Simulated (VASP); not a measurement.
Input of a VASP 6.6.1 run:

File INCAR:

```
ALGO     = Normal         # electronic algorithm
DIPOL    = 0.5 0.5 0.389
EDIFF    = 1E-6           # SCF threshold, eV
ENCUT    = 520            # plane-wave cutoff, eV
GGA      = PE             # functional
IDIPOL   = 3            
ISIF     = 2              # what is computed and relaxed
ISMEAR   = 0              # smearing method
IVDW     = 12             # dispersion correction
LASPH    = True           # aspherical terms in the spheres
LCHARG   = True           # write CHGCAR
LDIPOL   = True         
LELF     = True           # ELF
LREAL    = False          # projectors in reciprocal space
LVACPOTAV= True         
LVHAR    = True         
LWAVE    = False          # write WAVECAR
NBANDS   = 35             # bands
NELM     = 60             # most SCF steps
PREC     = Accurate       # precision mode
SIGMA    = 0.05           # smearing width, eV
```

KPOINTS

```
k-points
0
Gamma
  9 9 1
```

File POSCAR:

```
WSe2
1.0
    3.2854927591      0.0000000000      0.0000000000
   -1.6427463796      2.8453201933      0.0000000000
    0.0000000000      0.0000000000     24.2386469112
Se W
4 2
Direct
    0.3333333333      0.6666666667      0.1856539277
    0.3333333333      0.6666666667      0.3246601794
    0.3333333333      0.6666666667      0.4529676717
    0.3333333333      0.6666666667      0.5919739235
    0.6666666667      0.3333333333      0.2551570535
    0.0000000000      1.0000000000      0.5224707976
```

Potentials or basis: VASP PAW PBE potentials, release 64 (Se, W_sv).

Command:

```bash
$ cat potpaw_PBE.64/Se/POTCAR potpaw_PBE.64/W_sv/POTCAR > POTCAR
$ mpirun -np 1 vasp_std > vasp.out
```

(1) What does it give for the largest force?

(2) Estimate the band gap on the k mesh.

(3) What does it give for the dispersion energy per atom?

## Answers

(1) 0.457 eV/Å.

(2) 1.25 eV (least direct gap 1.68 eV).

(3) -0.400 eV.

Caveat: spin-orbit coupling is left out, which moves the levels of the heavy elements.
